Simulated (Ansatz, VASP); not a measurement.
## B2N: VASP beside Ansatz

```
B N
1.0
     4.88131    0.00000    0.00000
    -2.44065    4.22733    0.00000
     0.00000    0.00000    2.78073
B N
4 2
Cartesian
  0.0000 0.0000 1.3904
  2.4407 0.0000 1.3904
  -1.2203 2.1137 1.3904
  1.2203 2.1137 1.3904
  0.0000 2.8182 1.3904
  2.4407 1.4091 1.3904
```

Alike in both runs: functional PBE; k mesh 4 × 4 × 5; occupations gaussian, width 0.2 eV; no spin polarisation.

Ansatz relaxed the structure, and its values are those at the end. VASP's run is a single point on that final structure, the one shown.

|  | VASP | Ansatz |
| --- | --- | --- |
| version | VASP 6.6.1 | Ansatz 0.2.0 |
| potentials or method | VASP PAW PBE potentials, release 64 (B, N), cutoff 600 eV | scalar-relativistic, plane waves, PAW |
| valence electrons in the cell | 22 | 22 |

```tsv
	VASP	Ansatz	Ansatz less VASP
gap on the k mesh at the Fermi level (eV)	none	none	-
pressure (GPa)	-0.4	0.0	+0.34
```

A gap of «none» marks a metal or a gap that the smearing closes. The functional is the same, so the differences come from potentials, cutoffs and numerics.

The k mesh is coarse, so the values compare programs but aren't converged.
